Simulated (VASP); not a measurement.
CdSe: single point with PBEsol

CdSe:

```
Cd Se
1.0
     0.00000    3.04170    3.04170
     3.04170    0.00000    3.04170
     3.04170    3.04170    0.00000
Cd Se
1 1
Direct
  0.00000 0.00000 0.00000
  0.25000 0.25000 0.25000
```

* Program: VASP 6.6.1
* Task: single point
* Functional: PBEsol
* Potentials or basis: VASP PAW PBE potentials, release 64 (Cd, Se)
* Cutoff: 520 eV
* k mesh: 8 × 8 × 8
* Occupations: fermi-dirac, width 0.05 eV
* Spin: no spin polarisation
* Dipole correction: no
* Further INCAR settings: ALGO = Normal; EDIFF = 1e-06; NBANDS = 16

The pressure is 0.3 GPa and the band gap on the k mesh is 0.48 eV.

Levels at points of the mesh, in eV from the valence-band top:
```tsv
k point	band 5	band 6	band 7	band 8	band 9	band 10	band 11	band 12	band 13	band 14
(0.00, 0.00, 0.00)	-7.53	-7.53	0.00	0.00	0.00	0.48	5.85	5.85	5.85	9.59
(0.50, 0.00, 0.00)	-7.51	-7.24	-4.45	-0.76	-0.76	2.29	6.36	6.36	7.28	9.87
(0.50, 0.50, 0.00)	-7.47	-7.17	-4.13	-1.88	-1.88	3.00	3.67	8.98	10.12	10.12
```

It took 10 s on 1 thread of Intel(R) Xeon(R) Platinum 8488C (Sapphire Rapids), with other jobs on the host, peak memory 0.18 GiB.

Caveat: the PAW data sets were made with another functional, which shifts forces and pressure a little.
